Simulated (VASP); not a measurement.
The system is ZrSi6.

```
Zr Si
1.0
     4.75250    0.00000    0.00000
     0.00000    4.75250    0.00000
     0.00000    0.00000    4.75250
Zr Si
1 6
Direct
  0.00000 0.00000 0.00000
  0.20700 0.50000 0.50000
  0.50000 0.20700 0.50000
  0.79300 0.50000 0.50000
  0.50000 0.79300 0.50000
  0.50000 0.50000 0.20700
  0.50000 0.50000 0.79300
```

| Item | Value |
| --- | --- |
| Program | VASP 6.6.1 |
| Task | relaxation of cell and atoms |
| Functional | PBE |
| Potentials or basis | VASP PAW PBE potentials, release 64 (Zr_sv, Si) |
| Cutoff | 600 eV |
| k mesh | 4 × 4 × 4 |
| Occupations | gaussian, width 0.1 eV |
| Spin | no spin polarisation |

At the start: pressure 88.1 GPa; volume 15.33 Å³/atom.

Task: How do energy, volume and symmetry change on relaxing?

Result: Over 13 steps the energy falls by 1959.3 meV/atom and the volume is 25.93 Å³/atom (+69.1 %); space group Pm-3m (No. 221, to 0.05 Å).

Step by step:
```
step  energy change (eV)  largest force (eV/Å)  pressure (GPa)  volume (Å³)
   1              0.0000               11.6867           88.14       107.34
   2             86.1641              105.2047           65.58       298.97
   3              3.5939               28.3934           46.90       139.45
   4              0.7491               24.0693           50.97       129.46
   5             -0.9266               16.3456           67.15       114.37
   6            -11.8963                1.8429           -6.02       231.40
   7            -12.6541                3.7407           -0.24       186.19
   8            -12.7211                3.3240           -1.74       192.66
   9            -12.7215                3.4350           -1.34       190.71
  10            -13.4905                1.6657            1.31       176.28
  11            -13.5781                0.8060            3.14       170.86
  12            -13.6845                0.3834            1.35       176.14
  13            -13.7152                0.0273           -0.15       181.51
```

Final structure:
```cif
data_structure
_symmetry_space_group_name_H-M 'P 1'
_symmetry_Int_Tables_number 1
_cell_length_a 5.6619
_cell_length_b 5.6619
_cell_length_c 5.6619
_cell_angle_alpha 90.000
_cell_angle_beta 90.000
_cell_angle_gamma 90.000
_cell_volume 181.51
loop_
_atom_site_label
_atom_site_type_symbol
_atom_site_fract_x
_atom_site_fract_y
_atom_site_fract_z
_atom_site_occupancy
Zr1 Zr 0.00000 0.00000 0.00000 1
Si1 Si 0.19728 0.50000 0.50000 1
Si2 Si 0.50000 0.19728 0.50000 1
Si3 Si 0.80272 0.50000 0.50000 1
Si4 Si 0.50000 0.80272 0.50000 1
Si5 Si 0.50000 0.50000 0.19728 1
Si6 Si 0.50000 0.50000 0.80272 1
```

Caveat: the volume moved by over 15 % at a fixed basis, so the end points are rough.
